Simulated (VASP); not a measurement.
# MgO (P-4m2) in VASP: further runs

MgO is run at these levels: LDA; tasks: single point.

Program: VASP 6.6.1. These are calculated values, not measurements. Logs are shortened: lines on timing, memory, paths and dates and some standing lists are left out, and cuts for length are marked.

### Step 1. The cell of the first run

The structure is tetragonal, space group P-4m2 (No. 115). Conventional cell: a = 5.523 Å, b = 5.523 Å, c = 5.523 Å, α = 90.00°, β = 90.00°, γ = 90.00°. Mg (site symmetry m) has 4 O at 1.93 to 1.97 Å within 2.6 Å. Within 2.6 Å of Mg (site symmetry -4m2) lie 4 O at 1.94 Å. Mg (site symmetry -4m2) has 4 O at 1.97 Å within 2.6 Å. Within 2.6 Å of O (site symmetry m) lie 4 Mg at 1.94 to 1.97 Å. Within 2.6 Å of O (site symmetry -4m2) lie 4 Mg at 1.93 Å. O (site symmetry -4m2) has 4 Mg at 1.97 Å within 2.6 Å.

### Step 2. Single point, LDA (mode 14 frozen in at -0.029 Å and mode 24 at +0.000 Å (largest displacements))

INCAR

```
SYSTEM = MgO
PREC = Accurate ; ENCUT = 520
EDIFF = 1E-6 ; ISMEAR = 0
SIGMA = 0.05 ; LREAL = .False.
LASPH = .True. ; NELM = 100
ALGO = Normal ; ISIF = 2
LWAVE = .False. ; LCHARG = .True.
GGA = CA ; LELF = .True.
LVHAR = .True. ; NBANDS = 36
```

KPOINTS

```
Automatic mesh
0
Gamma
  4 4 4
  0 0 0
```

POSCAR

```
MgO
1.0
    5.5230736673      0.0000000000      0.0000000000
    0.0000000000      5.5230736673      0.0000000000
    0.0000000000      0.0000000000      5.5230736673
Mg O
6 6
Direct
    0.2500000000     -0.0052144878      0.5000000000
    0.0000000000      0.5052144878      0.2500000000
    0.5000000000      0.7500000000      0.0000000000
    0.7500000000     -0.0052144878      0.5000000000
    0.0000000000      0.5052144878      0.7500000000
    0.5000000000      0.2500000000      0.0000000000
    0.2500000000      0.5040570970      0.0000000000
    0.5000000000     -0.0040570970      0.2500000000
    0.0000000000      0.7500000000      0.5000000000
    0.7500000000      0.5040570970      0.0000000000
    0.5000000000     -0.0040570970      0.7500000000
    0.0000000000      0.2500000000      0.5000000000
```

Potentials or basis: VASP PAW LDA potentials, release 64 (Mg, O).

On the command line:

```bash
$ cat potpaw_LDA.64/Mg/POTCAR potpaw_LDA.64/O/POTCAR > POTCAR
$ mpirun -np 1 vasp_std > vasp.out
```

OUTCAR:

```text
SYSTEM = MgO
   PREC = Accurate
   ENCUT = 520
   EDIFF = 1E-6
   ISMEAR = 0
   LREAL = .False.
   LASPH = .True.
   NELM = 100
   ISIF = 2
   GGA = CA

 ion  position               nearest neighbor table
   1  0.250  0.995  0.500-   9 1.93   8 1.95  11 1.95  12 1.97   4 2.76   4 2.76   5 3.34   2 3.34
                             3 3.37   3 3.37   6 3.39   6 3.39   2 3.43   5 3.43
   2  0.000  0.505  0.250-   9 1.93   7 1.95  10 1.95  12 1.97   5 2.76   5 2.76   1 3.34   4 3.34
                             3 3.37   3 3.37   6 3.39   6 3.39   1 3.43   4 3.43
   3  0.500  0.750  0.000-   7 1.94   8 1.94  10 1.94  11 1.94   6 2.76   6 2.76   2 3.37   5 3.37
                             2 3.37   5 3.37   4 3.37   1 3.37   4 3.37   1 3.37
   4  0.750  0.995  0.500-   9 1.93   8 1.95  11 1.95  12 1.97   1 2.76   1 2.76   5 3.34   2 3.34
                             3 3.37   3 3.37   6 3.39   6 3.39   2 3.43   5 3.43
   5  0.000  0.505  0.750-   9 1.93   7 1.95  10 1.95  12 1.97   2 2.76   2 2.76   4 3.34   1 3.34
                             3 3.37   3 3.37   6 3.39   6 3.39   1 3.43   4 3.43
   6  0.500  0.250  0.000-   7 1.97   8 1.97  10 1.97  11 1.97   3 2.76   3 2.76   4 3.39   1 3.39
                             4 3.39   1 3.39   5 3.39   2 3.39   2 3.39   5 3.39
   7  0.250  0.504  0.000-   3 1.94   2 1.95   5 1.95   6 1.97
   8  0.500  0.996  0.250-   3 1.94   1 1.95   4 1.95   6 1.97
   9  0.000  0.750  0.500-   2 1.93   5 1.93   4 1.93   1 1.93
  10  0.750  0.504  0.000-   3 1.94   2 1.95   5 1.95   6 1.97
  11  0.500  0.996  0.750-   3 1.94   1 1.95   4 1.95   6 1.97
  12  0.000  0.250  0.500-   1 1.97   4 1.97   2 1.97   5 1.97

  LATTYP: Found a simple cubic cell.
 ALAT       =     5.5230736673

  Lattice vectors:

 A1 = (   5.5230736673,   0.0000000000,   0.0000000000)
 A2 = (   0.0000000000,   5.5230736673,   0.0000000000)
 A3 = (   0.0000000000,   0.0000000000,   5.5230736673)

Analysis of symmetry for initial positions (statically):
=====================================================================
 Subroutine PRICEL returns:
 Original cell was already a primitive cell.

 Routine SETGRP: Setting up the symmetry group for a
 simple cubic supercell.

 Subroutine GETGRP returns: Found  8 space group operations
 (whereof  4 operations were pure point group operations)
 out of a pool of 48 trial point group operations.

The static configuration has the point symmetry C_2v.
 The point group associated with its full space group is D_2d.

Analysis of symmetry for dynamics (positions and initial velocities):
=====================================================================
 Subroutine PRICEL returns:
 Original cell was already a primitive cell.

 Routine SETGRP: Setting up the symmetry group for a
 simple cubic supercell.

 Subroutine GETGRP returns: Found  8 space group operations
 (whereof  4 operations were pure point group operations)
 out of a pool of 48 trial point group operations.

The dynamic configuration has the point symmetry C_2v.
 The point group associated with its full space group is D_2d.

 Subroutine INISYM returns: Found  8 space group operations
 (whereof  4 operations are pure point group operations),
 and found     1 'primitive' translations

----------------------------------------------------------------------------------------

                                     Primitive cell

  volume of cell :     168.4777

  direct lattice vectors                    reciprocal lattice vectors
     5.523073667  0.000000000  0.000000000     0.181058603  0.000000000  0.000000000
     0.000000000  5.523073667  0.000000000     0.000000000  0.181058603  0.000000000
     0.000000000  0.000000000  5.523073667     0.000000000  0.000000000  0.181058603

  length of vectors
     5.523073667  5.523073667  5.523073667     0.181058603  0.181058603  0.181058603

  position of ions in fractional coordinates (direct lattice)
     0.250000000  0.994785512  0.500000000
     0.000000000  0.505214488  0.250000000
     0.500000000  0.750000000  0.000000000
     0.750000000  0.994785512  0.500000000
     0.000000000  0.505214488  0.750000000
     0.500000000  0.250000000  0.000000000
     0.250000000  0.504057097  0.000000000
     0.500000000  0.995942903  0.250000000
     0.000000000  0.750000000  0.500000000
     0.750000000  0.504057097  0.000000000
     0.500000000  0.995942903  0.750000000
     0.000000000  0.250000000  0.500000000

[... 26 lines left out ...]
     0.045264651  0.000000000  0.000000000     0.250000000  0.000000000  0.000000000
     0.000000000  0.045264651  0.000000000     0.000000000  0.250000000  0.000000000
     0.000000000  0.000000000  0.045264651     0.000000000  0.000000000  0.250000000

  Length of vectors
     0.045264651  0.045264651  0.045264651

  Shift w.r.t. Gamma in fractional coordinates (k-lattice)
     0.000000000  0.000000000  0.000000000

 Subroutine IBZKPT returns following result:
 ===========================================

 Found     18 irreducible k-points:

 Following reciprocal coordinates:
            Coordinates               Weight
  0.000000  0.000000  0.000000      1.000000
  0.250000  0.000000  0.000000      4.000000
  0.000000  0.250000  0.000000      2.000000
  0.500000  0.000000  0.000000      2.000000
  0.000000  0.500000  0.000000      1.000000
  0.250000  0.250000  0.000000      8.000000
[... 10 lines left out ...]
  0.500000  0.250000  0.500000      2.000000
  0.500000  0.500000  0.500000      1.000000
   k-points           NKPTS =     18   k-points in BZ     NKDIM =     18   number of bands    NBANDS=     36
   number of dos      NEDOS =    301   number of ions     NIONS =     12
   total plane-waves  NPLWV =  74088
   dimension x,y,z NGX =    42 NGY =   42 NGZ =   42
   dimension x,y,z NGXF=    84 NGYF=   84 NGZF=   84
   ions per type =               6   6
   NGX,Y,Z   is equivalent  to a cutoff of  12.64, 12.64, 12.64 a.u.
   NGXF,Y,Z  is equivalent  to a cutoff of  25.28, 25.28, 25.28 a.u.
 SYSTEM =  MgO
   PREC   = accura    normal or accurate (medium, high low for compatibility)
   ISTART =      0    job   : 0-new  1-cont  2-samecut
   ICHARG =      2    charge: 1-file 2-atom 10-const
   ISPIN  =      1    spin polarized calculation?
   LNONCOLLINEAR =      F non collinear calculations
   LSORBIT =      F    spin-orbit coupling
   LASPH  =      T    aspherical Exc in radial PAW
   ENCUT  =  520.0 eV  38.22 Ry    6.18 a.u.  10.27 10.27 10.27*2*pi/ulx,y,z
   NELM   =    100;   NELMIN=  2; NELMDL= -5     # of ELM steps
   EDIFF  = 0.1E-05   stopping-criterion for ELM
   LREAL  =      F    real-space projection
   EDIFFG = 0.1E-04   stopping-criterion for IOM
   NSW    =      0    number of steps for IOM
   IBRION =     -1    ionic relax: 0-MD 1-quasi-New 2-CG
   NFREE  =      0    steps in history (QN), initial steepest desc. (CG)
   ISIF   =      2    stress and relaxation
   ISYM   =      2    0-nonsym 1-usesym 2-fastsym
   POTIM  = 0.5000    time-step for ionic-motion
   TEBEG  =    0.0;   TEEND  =   0.0 temperature during run
   PSTRESS=    0.0 pullay stress
   NELECT =      48.0000    total number of electrons
   NUPDOWN=      -1.0000    fix difference up-down
   EMIN   =  10.00;   EMAX   =-10.00  energy-range for DOS
   EFERMI =   0.00;   METHOD = LEGACY
   ISMEAR =     0;   SIGMA  =   0.05  broadening in eV -4-tet -1-fermi 0-gaus
   EFERMI_NEDOS =   21; number of points for ismear=-14 and -15
   IALGO  =     38    algorithm
   IMIX   =      4    mixing-type and parameters
     AMIX     =   0.40;   BMIX     =  1.00
     AMIX_MAG =   1.60;   BMIX_MAG =  1.00
  volume/ion in A,a.u.               =      14.04        94.75
  Fermi-wavevector in a.u.,A,eV,Ry     =   1.077228  2.035666 15.788483  1.160421
  Thomas-Fermi vector in A             =   2.213134
   LORBIT       =      0    0 simple, 1 ext, 2 COOP (PROOUT), +10 PAW based schemes
   GGA     = CA    functional components
   LHFCALC =     F    Hartree Fock is set to
   AEXX    =    0.0000 exact exchange contribution
   IVDW    =     0    specifies the selected vdW correction
   LEPSILON=     F    determine dielectric tensor
   LRPA    =     F    only Hartree local field effects (RPA)
 non-spin polarized calculation
 Gauss-broadening in eV      SIGMA  =   0.05
  energy-cutoff  :      520.00
  volume of cell :      168.48
 maximum number of plane-waves:      4632
 NGX is ok and might be reduce to    42
   NGX = 21   NGY = 21   NGZ = 21

 number of electron      47.9999991 magnetization

 Free energy of the ion-electron system (eV)
  ---------------------------------------------------
  ext. energy  EPLUGINS =         0.00000000
  ---------------------------------------------------
  free energy    TOTEN  =       -77.39680561 eV

  energy without entropy =      -77.39680561  energy(sigma->0) =      -77.39680561

 E-fermi :   0.0715     XC(G=0):  -9.1907

 val. band max:       -0.2214283225   @ k =   0.5000   0.0000   0.5000
 cond. band min:       2.6331731633   @ k =   0.0000   0.0000   0.0000
 fundamental gap:      2.8546014858
 Fermi energy:         0.0714705451

 k-point     1 :       0.0000    0.0000    0.0000
  band No.  band energies     occupation
      1     -16.1780      2.00000
      2     -15.6970      2.00000
      3     -15.6633      2.00000
      4     -15.1743      2.00000
      5     -15.1743      2.00000
      6     -15.1331      2.00000
[... 691 lines left out ...]
     35      11.8939      0.00000
     36      11.9617      0.00000

------------------------ aborting loop because EDIFF is reached ----------------------------------------

  FORCE on cell =-STRESS in cart. coord.  units (eV):
  Direction    XX          YY          ZZ          XY          YZ          ZX
  --------------------------------------------------------------------------------------
  -------------------------------------------------------------------------------------
  Total       -0.7288723     -0.7321610     -0.7288723      0.0000000      0.0000000      0.0000000
  in kB       -6.9313771     -6.9626514     -6.9313771      0.0000000      0.0000000      0.0000000
  external PRESSURE =      -6.9418019 kB  Pullay stress =       0.0000000 kB

 VOLUME and BASIS-vectors are now :
 -----------------------------------------------------------------------------
  energy-cutoff  :      520.00
  volume of cell :      168.48
      direct lattice vectors                 reciprocal lattice vectors
     5.523073667  0.000000000  0.000000000     0.181058603  0.000000000  0.000000000
     0.000000000  5.523073667  0.000000000     0.000000000  0.181058603  0.000000000
     0.000000000  0.000000000  5.523073667     0.000000000  0.000000000  0.181058603

 POSITION                                       TOTAL-FORCE (eV/Angst)
 -----------------------------------------------------------------------------------
      1.38077      5.49427      2.76154         0.017549      0.365548      0.000000
      0.00000      2.79034      1.38077         0.000000     -0.365548     -0.017549
      2.76154      4.14231      0.00000         0.000000     -0.000000      0.000000
      4.14231      5.49427      2.76154        -0.017549      0.365548      0.000000
      0.00000      2.79034      4.14231         0.000000     -0.365548      0.017549
      2.76154      1.38077      0.00000         0.000000     -0.000000      0.000000
      1.38077      2.78394      0.00000        -0.009772     -0.187932      0.000000
      2.76154      5.50067      1.38077         0.000000      0.187932      0.009772
      0.00000      4.14231      2.76154         0.000000     -0.000000      0.000000
      4.14231      2.78394      0.00000         0.009772     -0.187932      0.000000
      2.76154      5.50067      4.14231         0.000000      0.187932     -0.009772
      0.00000      1.38077      2.76154         0.000000     -0.000000      0.000000
 -----------------------------------------------------------------------------------
    total drift:                                0.000000      0.000000     -0.000000

  FREE ENERGIE OF THE ION-ELECTRON SYSTEM (eV)
  ---------------------------------------------------
  free  energy   TOTEN  =       -77.3968056134 eV

  energy  without entropy=      -77.3968056134  energy(sigma->0) =      -77.39680561
```

It took 72 s on 1 thread of Intel Xeon Platinum 8559C (Emerald Rapids), shared host; peak memory 0.25 GiB.

What came out:

```yaml
Free_energy: -77.3968 eV
Pressure: -0.7 GPa
Largest_force: 0.366 eV/Å
Band_gap_on_the_k_mesh: 2.85 eV, indirect (the least direct gap lies 0.7 meV higher)
```

Forces on the atoms (eV/Å):
```
Mg   0.018  0.366  0.000
Mg   0.000 -0.366 -0.018
Mg   0.000  0.000  0.000
Mg  -0.018  0.366  0.000
Mg   0.000 -0.366  0.018
Mg   0.000  0.000  0.000
O   -0.010 -0.188  0.000
O    0.000  0.188  0.010
O    0.000  0.000  0.000
O    0.010 -0.188  0.000
O    0.000  0.188 -0.010
O    0.000  0.000  0.000
```

Levels at points of the mesh, in eV from the valence-band top:
```
           k point  band 21  band 22  band 23  band 24  band 25  band 26  band 27  band 28
(0.00, 0.00, 0.00)    -0.65    -0.01    -0.01     0.00     2.85     5.83     8.03     8.03
(0.50, 0.00, 0.00)    -0.63    -0.62    -0.01     0.00     4.79     4.79     7.60     7.61
(0.00, 0.50, 0.00)    -0.63    -0.63    -0.01    -0.01     4.77     4.81     7.54     7.67
(0.50, 0.50, 0.00)    -0.66    -0.63    -0.46    -0.01     5.75     5.75     5.78     6.84
(0.50, 0.00, 0.50)    -0.60    -0.60    -0.50     0.00     5.75     5.75     5.78     6.84
(0.50, 0.50, 0.50)    -0.88    -0.88    -0.83    -0.83     6.29     6.29     7.47     7.50
```

Caveat: the cell differs from its parent crystal (mode 14 frozen in at -0.029 Å and mode 24 at +0.000 Å (largest displacements)).

[end of part 1 of 2]
